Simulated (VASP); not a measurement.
## La: relaxation of cell and atoms with LDA

The system is La.

```
La
1.0
     2.10500    2.10500    2.10500
    -2.10500    2.10500    2.10500
    -2.10500   -2.10500    2.10500
La
1
Direct
  0.00000 0.00000 0.00000
```

```
Program                : VASP 6.6.1
Task                   : relaxation of cell and atoms
Functional             : LDA
Potentials or basis    : VASP PAW LDA potentials, release 64 (La)
Cutoff                 : 600 eV
k mesh                 : 8 × 8 × 8
Occupations            : methfessel-paxton, width 0.05 eV
Spin                   : no spin polarisation
Dipole correction      : no
Further INCAR settings : ALGO = Normal; EDIFF = 1e-07; IBRION = 2; EDIFFG = -0.01; NSW = 80; ISIF = 3
```

- Relaxed volume: 33.18 Å³/atom
- Relaxed cell: a = 3.506 Å, b = 3.506 Å, c = 3.506 Å, α = 70.53°, β = 109.47°, γ = 70.53°
- Space group after relaxing (to 0.05 Å): Im-3m (No. 229)
- Energy gained by relaxing: 47.9 meV/atom
- Ionic steps: 2
- Pressure after relaxing: 0.0 GPa

The path:
```tsv
step	energy change (eV)	largest force (eV/Å)	pressure (GPa)	volume (Å³)
1	0.0000	0.0000	-3.41	37.31
2	-0.0479	0.0000	-0.01	33.18
```

Final structure:
```
La
1.0
     2.02424    2.02424    2.02424
    -2.02424    2.02424    2.02424
    -2.02424   -2.02424    2.02424
La
1
Direct
  0.00000 0.00000 0.00000
```

Levels at points of the mesh, in eV from the Fermi level:
| k point | band 4 | band 5 | band 6 | band 7 | band 8 | band 9 |
| --- | --- | --- | --- | --- | --- | --- |
| (0.00, 0.00, 0.00) | -15.32 | -3.04 | 1.49 | 1.49 | 1.49 | 1.60 |
| (0.50, 0.00, 0.00) | -15.36 | -1.95 | -0.30 | 1.51 | 1.69 | 1.92 |
| (0.50, 0.50, 0.50) | -16.61 | -2.18 | -2.18 | 1.66 | 1.90 | 1.90 |

It took 11 s on 1 thread of Intel(R) Xeon(R) 6975P-C (Granite Rapids), with other jobs on the host, peak memory 0.17 GiB.

Caveat: spin-orbit coupling is left out, which moves the levels of the heavy elements.
